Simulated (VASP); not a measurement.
GeCl2 (CdI2 type):

```
CELL_PARAMETERS angstrom
3.15761 0.00000 0.00000
-1.57881 2.73457 0.00000
0.00000 0.00000 5.05218
ATOMIC_POSITIONS crystal
Ge 0.00000 0.00000 0.00000
Cl 0.33333 0.66667 0.25000
Cl 0.66667 0.33333 0.75000
```

```yaml
Program: VASP 6.6.1
Task: relaxation of cell and atoms
Functional: PBE
Potentials_or_basis: VASP PAW PBE potentials, release 64 (Ge_d, Cl)
Cutoff: 600 eV
k_mesh: 13 × 13 × 7
Occupations: fermi-dirac, width 0.08 eV
Spin: no spin polarisation
```

At the start: pressure 77.4 GPa; volume 14.54 Å³/atom.

Question: How do energy, volume and symmetry change on relaxing?

Answer: Over 37 steps the energy falls by 1815.4 meV/atom and the volume is 29.82 Å³/atom (+105.1 %); space group P-3m1 (No. 164, to 0.1 Å) before and after.

Step by step:
```tsv
step	energy change (eV)	largest force (eV/Å)	pressure (GPa)	volume (Å³)
1	0.0000	5.5848	77.44	43.62
2	-3.7788	1.8805	-7.57	104.68
3	-5.2202	0.8520	0.31	71.85
4	-5.2223	0.7976	0.81	71.20
5	-5.2880	0.6420	0.60	72.58
6	-5.3928	0.2527	0.16	76.75
7	-5.4020	0.1400	0.05	78.22
8	-5.4023	0.1171	0.02	78.54
9	-5.4121	0.0705	0.23	78.82
10	-5.4273	0.0712	0.94	79.56
11	-5.4335	0.0121	0.51	80.73
12	-5.4369	0.1598	-0.59	84.25
13	-5.4381	0.1008	-0.24	83.05
14	-5.4393	0.0966	-0.20	83.41
15	-5.4420	0.0829	-0.13	84.47
16	-5.4430	0.0560	0.08	86.53
17	-5.4433	0.0644	0.02	85.75
18	-5.4444	0.0329	0.09	86.01
19	-5.4452	0.0199	0.22	86.43
20	-5.4456	0.0117	-0.07	87.45
21	-5.4457	0.0037	0.00	87.20
22	-5.4457	0.0032	0.02	87.18
23	-5.4457	0.0070	0.00	87.23
24	-5.4457	0.0141	-0.02	87.30
25	-5.4457	0.0101	0.00	87.28
26	-5.4457	0.0052	0.03	87.24
27	-5.4457	0.0064	0.03	87.30
28	-5.4459	0.0084	0.02	87.49
29	-5.4460	0.0122	0.00	87.86
30	-5.4460	0.0198	-0.03	88.60
31	-5.4460	0.0174	-0.02	88.65
32	-5.4461	0.0106	0.00	88.81
33	-5.4461	0.0041	0.07	89.11
34	-5.4461	0.0025	0.04	88.97
35	-5.4461	0.0035	0.02	89.09
36	-5.4461	0.0054	-0.02	89.45
37	-5.4461	0.0006	-0.02	89.47
```

Final structure:
```
CELL_PARAMETERS angstrom
3.93399 0.00000 0.00000
-1.96700 3.40694 0.00000
0.00000 0.00000 6.67573
ATOMIC_POSITIONS crystal
Ge 0.00000 0.00000 0.00000
Cl 0.33333 0.66667 0.22068
Cl 0.66667 0.33333 0.77932
```

Caveat: the volume moved by over 15 % at a fixed basis, so the end points are rough; this functional lacks dispersion, which binds layers or chains, so the pressure and a relaxed spacing across them are unreliable.
